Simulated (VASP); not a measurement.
Input of a VASP 6.6.1 run:

Contents of INCAR:

```
SYSTEM = WC
PREC = Accurate ; ENCUT = 600
EDIFF = 1E-7 ; ISMEAR = 0
SIGMA = 0.2 ; LREAL = .False.
LASPH = .True. ; NELM = 120
ALGO = Normal ; ISIF = 3
LWAVE = .False. ; LCHARG = .False.
GGA = PE ; IBRION = 2
NSW = 36 ; EDIFFG = -0.08
GGA_COMPAT = .False. ; NELMIN = 4
```

KPOINTS

```
regular mesh
0
Gamma
  7 7 4
  0 0 0
```

POSCAR

```
WC
1.0
    2.6130008600      0.0000000000      0.0000000000
    0.0000000000      2.6130008600      0.0000000000
    0.0000000000      0.0000000000      4.6048676800
W C
1 1
Direct
    0.0000000000      0.0000000000      0.0000000000
    0.5000000000      0.5000000000      0.5000000000
```

Potentials or basis: VASP PAW PBE potentials, release 64 (W_sv, C).

Command:

```sh
$ cat potpaw_PBE.64/W_sv/POTCAR potpaw_PBE.64/C/POTCAR > POTCAR
$ mpirun -np 1 vasp_std > vasp.out
```

Question: Estimate the relaxed volume.

Answer: 10.22 Å³/atom.

Question: Predict the relaxed cell.

Answer: a = 2.730 Å, b = 2.730 Å, c = 2.743 Å, α = 90.00°, β = 90.00°, γ = 90.00°.

Stress tensor (GPa, compression positive):
```
-0.05  0.00  0.00
 0.00 -0.05  0.00
 0.00  0.00  0.12
```

Caveat: the volume moved by over 15 % at a fixed basis, so the end points are rough.
